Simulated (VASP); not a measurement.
Crystal: Li.

```
Li
1.0
     0.00000    2.21000    2.21000
     2.21000    0.00000    2.21000
     2.21000    2.21000    0.00000
Li
1
Direct
  0.00000 0.00000 0.00000
```

This isn't the form of Li at room conditions, which is bcc.

| Property | Result |
| --- | --- |
| Program | VASP 6.6.1 |
| Task | relaxation of volume and atoms at fixed shape |
| Functional | PBEsol |
| Potentials or basis | VASP PAW PBE potentials, release 64 (Li_sv) |
| Cutoff | 750 eV |
| k mesh | 9 × 9 × 9 |
| Occupations | fermi-dirac, width 0.05 eV |
| Spin | no spin polarisation |

At the start: pressure -0.9 GPa; volume 21.59 Å³/atom.

Problem. Where does the relaxation end?

Solution. Over 3 steps the energy falls by 4.6 meV/atom and the volume is 20.08 Å³/atom (-7.0 %); space group Fm-3m (No. 225, to 0.1 Å) before and after.

The path:
| step | energy change (eV) | largest force (eV/Å) | pressure (GPa) | volume (Å³) |
| --- | --- | --- | --- | --- |
| 1 | 0.0000 | 0.0000 | -0.92 | 21.59 |
| 2 | -0.0020 | 0.0000 | -0.71 | 21.20 |
| 3 | -0.0046 | 0.0000 | -0.01 | 20.08 |

Final structure:
```
Li
1.0
     0.00000    2.15726    2.15726
     2.15726    0.00000    2.15726
     2.15726    2.15726    0.00000
Li
1
Direct
  0.00000 0.00000 0.00000
```

Caveat: the PAW data sets were made with another functional, which shifts forces and pressure a little.
